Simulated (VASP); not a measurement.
# Fe (P6/mmm) in VASP: a series of runs

The runs below take Fe through single point, with BLYP.

All numbers are computed with VASP 6.6.1; they aren't measurements. Logs are shortened: lines on timing, memory, paths and dates and some standing lists are left out, and cuts for length are marked.

## 1. The cell of the first run

It takes space group P6/mmm (No. 191, hexagonal). Conventional cell: a = 4.411 Å, b = 4.411 Å, c = 2.503 Å, α = 90.00°, β = 90.00°, γ = 120.00°. Fe (site symmetry 6/mmm) has 14 Fe at 2.50 to 2.84 Å within 3.3 Å. Fe (site symmetry -6m2) has 11 Fe at 2.50 to 2.84 Å within 3.3 Å.

## 2. Single point, BLYP, collinear spin, ferromagnetic start (volume scaled by 1.12)

INCAR reads:

```
SYSTEM = Fe
AGGAC    = 1.0          
AGGAX    = 1.0          
ALDAC    = 0.0          
ALDAX    = 1.0          
ALGO     = Normal         ! electronic algorithm
EDIFF    = 1E-7           ! SCF threshold, eV
ENCUT    = 520            ! plane-wave cutoff, eV
GGA      = B5             ! functional
ISIF     = 2              ! what is computed and relaxed
ISMEAR   = -1             ! smearing method
ISPIN    = 2              ! spin polarisation
LASPH    = .True.         ! aspherical terms in the spheres
LCHARG   = .False.        ! write CHGCAR
LMAXMIX  = 4              ! l up to which the mixer works
LORBIT   = 11             ! projections on sites
LREAL    = .False.        ! projectors in reciprocal space
LWAVE    = .False.        ! write WAVECAR
MAGMOM   = 2.612 2.481 2.481 ! initial moments
NBANDS   = 23             ! bands
NELM     = 150            ! most SCF steps
PREC     = Accurate       ! precision mode
SIGMA    = 0.05           ! smearing width, eV
```

KPOINTS reads:

```
k-points
0
Gamma
  10 10 15
  0 0 0
```

POSCAR reads:

```
Fe
1.0
    4.4111705136      0.0000000000      0.0000000000
   -2.2055852568      3.8201857252      0.0000000000
    0.0000000000      0.0000000000      2.5028870806
Fe
3
Direct
    1.0000000000      0.0000000000      0.0000000000
    0.3333333333      0.6666666667      0.5000000000
    0.6666666667      0.3333333333      0.5000000000
```

Potentials or basis: VASP PAW PBE potentials, release 64 (Fe).

Run with:

```sh
> cat potpaw_PBE.64/Fe/POTCAR > POTCAR
> mpirun -np 1 vasp_std > vasp.out
```

OUTCAR:

```text
SYSTEM = Fe
   EDIFF = 1E-7
   ENCUT = 520
   GGA = B5
   ISIF = 2
   ISMEAR = -1
   ISPIN = 2
   LASPH = .True.
   LORBIT = 11
   LREAL = .False.
   NELM = 150
   PREC = Accurate

 ion  position               nearest neighbor table
   1  0.000  0.000  0.000-   2 2.84   3 2.84   2 2.84   3 2.84   2 2.84   2 2.84   3 2.84   3 2.84
                             3 2.84   3 2.84   2 2.84   2 2.84
   2  0.333  0.667  0.500-   3 2.55   3 2.55   3 2.55   1 2.84   1 2.84   1 2.84   1 2.84   1 2.84
                             1 2.84
   3  0.667  0.333  0.500-   2 2.55   2 2.55   2 2.55   1 2.84   1 2.84   1 2.84   1 2.84   1 2.84
                             1 2.84

  LATTYP: Found a hexagonal cell.
 ALAT       =     4.4111705136
 C/A-ratio  =     0.5673974907

  Lattice vectors:

 A1 = (   4.4111705136,   0.0000000000,   0.0000000000)
 A2 = (  -2.2055852568,   3.8201857252,   0.0000000000)
 A3 = (   0.0000000000,   0.0000000000,   2.5028870806)

Analysis of symmetry for initial positions (statically):
=====================================================================
 Subroutine PRICEL returns:
 Original cell was already a primitive cell.

 Routine SETGRP: Setting up the symmetry group for a
 hexagonal supercell.

 Subroutine GETGRP returns: Found 24 space group operations
 (whereof 24 operations were pure point group operations)
 out of a pool of 24 trial point group operations.

The static configuration has the point symmetry D_6h.

Analysis of symmetry for dynamics (positions and initial velocities):
=====================================================================
 Subroutine PRICEL returns:
 Original cell was already a primitive cell.

 Routine SETGRP: Setting up the symmetry group for a
 hexagonal supercell.

 Subroutine GETGRP returns: Found 24 space group operations
 (whereof 24 operations were pure point group operations)
 out of a pool of 24 trial point group operations.

The dynamic configuration has the point symmetry D_6h.

Analysis of structural, dynamic, and magnetic symmetry:
=====================================================================
 Subroutine PRICEL returns:
 Original cell was already a primitive cell.

 Routine SETGRP: Setting up the symmetry group for a
 hexagonal supercell.

 Subroutine GETGRP returns: Found 24 space group operations
 (whereof 24 operations were pure point group operations)
 out of a pool of 24 trial point group operations.

The overall configuration has the point symmetry D_6h.

 Subroutine INISYM returns: Found 24 space group operations
 (whereof 24 operations are pure point group operations),
 and found     1 'primitive' translations

----------------------------------------------------------------------------------------

                                     Primitive cell

  volume of cell :      42.1774

  direct lattice vectors                    reciprocal lattice vectors
     4.411170514  0.000000000  0.000000000     0.226697199  0.130883689  0.000000000
    -2.205585257  3.820185725  0.000000000     0.000000000  0.261767378  0.000000000
     0.000000000  0.000000000  2.502887081     0.000000000  0.000000000  0.399538600

  length of vectors
     4.411170514  4.411170514  2.502887081     0.261767378  0.261767378  0.399538600

  position of ions in fractional coordinates (direct lattice)
     0.000000000  0.000000000  0.000000000
     0.333333333  0.666666667  0.500000000
     0.666666667  0.333333333  0.500000000

  ion indices of the primitive-cell ions
   primitive index   ion index
                 1           1
                 2           2
                 3           3

----------------------------------------------------------------------------------------

 KPOINTS: k-points

Automatic generation of k-mesh.
 Grid dimensions read from file:
 generate k-points for:   10   10   15

 Generating k-lattice:

  Cartesian coordinates                     Fractional coordinates (reciprocal lattice)
     0.022669720  0.013088369  0.000000000     0.100000000 -0.000000000  0.000000000
     0.000000000  0.026176738  0.000000000     0.000000000  0.100000000  0.000000000
     0.000000000  0.000000000  0.026635907     0.000000000  0.000000000  0.066666667

  Length of vectors
     0.026176738  0.026176738  0.026635907

  Shift w.r.t. Gamma in fractional coordinates (k-lattice)
     0.000000000  0.000000000  0.000000000

 Subroutine IBZKPT returns following result:
 ===========================================

 Found    112 irreducible k-points:

 Following reciprocal coordinates:
            Coordinates               Weight
  0.000000  0.000000  0.000000      1.000000
  0.100000  0.000000  0.000000      6.000000
  0.200000  0.000000  0.000000      6.000000
  0.300000  0.000000  0.000000      6.000000
  0.400000  0.000000  0.000000      6.000000
  0.500000  0.000000  0.000000      3.000000
[... 16 lines left out ...]
  0.300000  0.100000  0.066667     24.000000
  0.400000  0.100000  0.066667     24.000000
 [... further k-points ...]
   k-points           NKPTS =    112   k-points in BZ     NKDIM =    112   number of bands    NBANDS=     23
   number of dos      NEDOS =    301   number of ions     NIONS =      3
   total plane-waves  NPLWV =  25920
   dimension x,y,z NGX =    36 NGY =   36 NGZ =   20
   dimension x,y,z NGXF=    72 NGYF=   72 NGZF=   40
   ions per type =               3
   NGX,Y,Z   is equivalent  to a cutoff of  13.57, 13.57, 13.28 a.u.
   NGXF,Y,Z  is equivalent  to a cutoff of  27.13, 27.13, 26.57 a.u.
 SYSTEM =  Fe
   PREC   = accura    normal or accurate (medium, high low for compatibility)
   ISTART =      0    job   : 0-new  1-cont  2-samecut
   ICHARG =      2    charge: 1-file 2-atom 10-const
   ISPIN  =      2    spin polarized calculation?
   LNONCOLLINEAR =      F non collinear calculations
   LSORBIT =      F    spin-orbit coupling
   LASPH  =      T    aspherical Exc in radial PAW
   ENCUT  =  520.0 eV  38.22 Ry    6.18 a.u.   8.20  8.20  4.65*2*pi/ulx,y,z
   NELM   =    150;   NELMIN=  2; NELMDL= -5     # of ELM steps
   EDIFF  = 0.1E-06   stopping-criterion for ELM
   LREAL  =      F    real-space projection
   EDIFFG = 0.1E-05   stopping-criterion for IOM
   NSW    =      0    number of steps for IOM
   IBRION =     -1    ionic relax: 0-MD 1-quasi-New 2-CG
   NFREE  =      0    steps in history (QN), initial steepest desc. (CG)
   ISIF   =      2    stress and relaxation
   ISYM   =      2    0-nonsym 1-usesym 2-fastsym
   POTIM  = 0.5000    time-step for ionic-motion
   TEBEG  =    0.0;   TEEND  =   0.0 temperature during run
   PSTRESS=    0.0 pullay stress
   NELECT =      24.0000    total number of electrons
   NUPDOWN=      -1.0000    fix difference up-down
   EMIN   =  10.00;   EMAX   =-10.00  energy-range for DOS
   EFERMI =   0.00;   METHOD = LEGACY
   ISMEAR =    -1;   SIGMA  =   0.05  broadening in eV -4-tet -1-fermi 0-gaus
   EFERMI_NEDOS =   21; number of points for ismear=-14 and -15
   IALGO  =     38    algorithm
   IMIX   =      4    mixing-type and parameters
     AMIX     =   0.40;   BMIX     =  1.00
     AMIX_MAG =   1.60;   BMIX_MAG =  1.00
  volume/ion in A,a.u.               =      14.06        94.88
  Fermi-wavevector in a.u.,A,eV,Ry     =   1.356601  2.563604 25.039694  1.840366
  Thomas-Fermi vector in A             =   2.483590
   LORBIT       =     11    0 simple, 1 ext, 2 COOP (PROOUT), +10 PAW based schemes
   GGA     = B5    functional components
   LHFCALC =     F    Hartree Fock is set to
   AEXX    =    0.0000 exact exchange contribution
   IVDW    =     0    specifies the selected vdW correction
   LEPSILON=     F    determine dielectric tensor
   LRPA    =     F    only Hartree local field effects (RPA)
 spin polarized calculation
  energy-cutoff  :      520.00
  volume of cell :       42.18
 maximum number of plane-waves:      1155
 NGX is ok and might be reduce to    36
   NGX = 17   NGY = 17   NGZ =  9

 number of electron      24.0000012 magnetization       8.1154060

 Free energy of the ion-electron system (eV)
  ---------------------------------------------------
  ext. energy  EPLUGINS =         0.00000000
  ---------------------------------------------------
  free energy    TOTEN  =       -20.86886588 eV

  energy without entropy =      -20.84352170  energy(sigma->0) =      -20.85619379

 E-fermi :   4.7255     XC(G=0): -11.3508

 val. band max:        4.7248513629   @ k =   0.3000   0.0000   0.4000
 cond. band min:       4.7254682914   @ k =   0.3000   0.1000   0.4000
 fundamental gap:      0.0006169285
 Fermi energy:         4.7254677285

 spin component 1

 k-point     1 :       0.0000    0.0000    0.0000
  band No.  band energies     occupation
      1      -2.7949      1.00000
      2       0.7847      1.00000
      3       1.6485      1.00000
      4       1.6948      1.00000
      5       1.6948      1.00000
      6       1.8276      1.00000
[... 15 lines left out ...]
     22      11.1703      0.00000
     23      20.8495      0.00000
[... 575 lines left out ...]
      1      -0.6198      1.00000
      2       0.0854      1.00000
      3       0.4321      1.00000
      4       1.5157      1.00000
      5       1.6252      1.00000
      6       1.7151      1.00000
[... 15 lines left out ...]
     22      18.1808      0.00000
     23      19.9042      0.00000

 [... further k-points ...]

 spin component 2

 k-point     1 :       0.0000    0.0000    0.0000
  band No.  band energies     occupation
      1      -2.5883      1.00000
      2       2.4334      1.00000
      3       3.3966      1.00000
      4       3.4542      1.00000
      5       3.4542      1.00000
      6       3.4840      1.00000
[... 15 lines left out ...]
     22      12.2181      0.00000
     23      21.3520      0.00000
[... 575 lines left out ...]
      1      -0.3102      1.00000
      2       0.5610      1.00000
      3       1.8108      1.00000
      4       3.4420      1.00000
      5       3.6087      1.00000
      6       3.8044      1.00000
[... 15 lines left out ...]
     22      18.8492      0.00000
     23      20.3546      0.00000

 [... further k-points ...]

------------------------ aborting loop because EDIFF is reached ----------------------------------------

  FORCE on cell =-STRESS in cart. coord.  units (eV):
  Direction    XX          YY          ZZ          XY          YZ          ZX
  --------------------------------------------------------------------------------------
  -------------------------------------------------------------------------------------
  Total       -3.0191718     -3.0191718     -3.0589205      0.0000000     -0.0000000      0.0000000
  in kB     -114.6882235   -114.6882235   -116.1981451      0.0000000     -0.0000000      0.0000000
  external PRESSURE =    -115.1915307 kB  Pullay stress =       0.0000000 kB

 VOLUME and BASIS-vectors are now :
 -----------------------------------------------------------------------------
  energy-cutoff  :      520.00
  volume of cell :       42.18
      direct lattice vectors                 reciprocal lattice vectors
     4.411170514  0.000000000  0.000000000     0.226697199  0.130883689  0.000000000
    -2.205585257  3.820185725  0.000000000     0.000000000  0.261767378  0.000000000
     0.000000000  0.000000000  2.502887081     0.000000000  0.000000000  0.399538600

 POSITION                                       TOTAL-FORCE (eV/Angst)
 -----------------------------------------------------------------------------------
      0.00000      0.00000      0.00000        -0.000000      0.000000      0.000000
     -0.00000      2.54679      1.25144        -0.000000      0.000000     -0.000000
      2.20559      1.27340      1.25144         0.000000     -0.000000      0.000000
 -----------------------------------------------------------------------------------
    total drift:                               -0.000000      0.000000     -0.000000

  FREE ENERGIE OF THE ION-ELECTRON SYSTEM (eV)
  ---------------------------------------------------
  free  energy   TOTEN  =       -20.8688658767 eV

  energy  without entropy=      -20.8435217039  energy(sigma->0) =      -20.85619379

 total charge

# of ion       s       p       d       tot
------------------------------------------
    1        0.411   0.370   6.151   6.932
    2        0.432   0.372   6.196   7.000
    3        0.432   0.372   6.196   7.000
--------------------------------------------------
tot          1.275   1.114  18.542  20.932

 magnetization (x)

# of ion       s       p       d       tot
------------------------------------------
    1       -0.011  -0.046   2.794   2.736
    2       -0.011  -0.033   2.752   2.708
    3       -0.011  -0.033   2.752   2.708
--------------------------------------------------
tot         -0.034  -0.112   8.298   8.152
```

Run time: 2 min. Hardware: 1 thread of Intel Xeon 6975P-C (Granite Rapids), shared host; peak memory 0.27 GiB.

Results:

```yaml
Free_energy: -20.8689 eV
Pressure: -11.5 GPa
Net_moment: 8.12 μB per cell
Site_moments: Fe +2.74, +2.71 μB
Valence_electrons_inside_the_program's_atomic_spheres: Fe 6.93, 7.00
```

Caveat: the cell differs from its parent crystal (volume scaled by 1.12); the PAW data sets were made with another functional, which shifts forces and pressure a little.

## 3. Single point, BLYP, collinear spin, ferromagnetic start

This run uses another cell than the first one, of 12.55 Å³/atom, 0.893 times its volume.

INCAR reads:

```
SYSTEM = Fe
  AGGAC = 1.0
  AGGAX = 1.0
  ALDAC = 0.0
  ALDAX = 1.0
  ALGO = Normal
  EDIFF = 1E-6
  ENCUT = 520
  GGA = B5
  ISIF = 2
  ISMEAR = -1
  ISPIN = 2
  LASPH = .TRUE.
  LCHARG = .TRUE.
  LELF = .TRUE.
  LMAXMIX = 4
  LORBIT = 11
  LREAL = .FALSE.
  LVHAR = .TRUE.
  LWAVE = .FALSE.
  MAGMOM = 2.629 2.482 2.482
  NBANDS = 23
  NELM = 150
  PREC = Accurate
  SIGMA = 0.05
```

KPOINTS reads:

```
k-points
0
G
  11 11 17
  0 0 0
```

POSCAR reads:

```
Fe
1.0
    4.2476413330      0.0000000000      0.0000000000
   -2.1238206665      3.6785653005      0.0000000000
    0.0000000000      0.0000000000      2.4101010338
Fe
3
Direct
    1.0000000000      0.0000000000      0.0000000000
    0.3333333333      0.6666666667      0.5000000000
    0.6666666667      0.3333333333      0.5000000000
```

Potentials or basis: VASP PAW PBE potentials, release 64 (Fe).

Run with:

```sh
> cat potpaw_PBE.64/Fe/POTCAR > POTCAR
> mpirun -np 1 vasp_std > vasp.out
```

Run time: 1.7 min. Hardware: 1 thread of Intel Xeon 6975P-C (Granite Rapids), shared host; peak memory 0.28 GiB.

The run converged. Its results:

| Item | Value |
| --- | --- |
| Free energy | -21.0471 eV |
| Pressure | -0.1 GPa |
| Net moment | 7.54 μB per cell |
| Site moments | Fe +2.59, +2.47 μB |
| Valence electrons inside the program's atomic spheres | Fe 7.10, 7.17 |

Stress tensor (GPa, compression positive):
```
 0.11  0.00  0.00
 0.00  0.11  0.00
 0.00  0.00 -0.43
```

Levels at points of the mesh, in eV from the Fermi level:
Spin up:
```csv
k point,band 12,band 13,band 14,band 15,band 16,band 17,band 18,band 19,band 20,band 21
"(0.00, 0.00, 0.00)",-1.49,-1.48,-1.48,-0.58,-0.58,5.54,5.54,5.56,5.56,7.44
```
Spin down:
| k point | band 5 | band 6 | band 7 | band 8 | band 9 | band 10 | band 11 | band 12 |
| --- | --- | --- | --- | --- | --- | --- | --- | --- |
| (0.00, 0.00, 0.00) | -1.51 | -1.50 | -1.50 | -0.97 | 0.16 | 0.16 | 1.31 | 1.31 |

Caveat: the PAW data sets were made with another functional, which shifts forces and pressure a little.
